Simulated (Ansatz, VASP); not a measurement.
# GaP: VASP beside Ansatz

```
Ga P
1.0
     0.00000    2.72540    2.72540
     2.72540    0.00000    2.72540
     2.72540    2.72540    0.00000
Ga P
1 1
Cartesian
  0.0000 0.0000 0.0000
  1.3627 1.3627 1.3627
```

Alike in both runs: task single point; functional HSE06; k mesh 6 × 6 × 6; no spin polarisation.

|  | VASP | Ansatz |
| --- | --- | --- |
| version | VASP 6.6.1 | Ansatz 0.2.0 |
| potentials or method | VASP PAW PBE potentials, release 64 (Ga_d, P) | plane waves, PAW |
| plane-wave cutoff (eV) | 520 | 420 |
| occupations | gaussian, width 0.01 eV | fixed |
| valence electrons in the cell | 18 | 18 |

|  | VASP | Ansatz | Ansatz less VASP |
| --- | --- | --- | --- |
| gap on the k mesh at the Fermi level (eV) | 2.29 | 2.29 | -0.003 |
| pressure (GPa) | 0.6 | 0.7 | +0.17 |

Ansatz's warnings: stress exchange threshold loose, stress scf threshold loose.
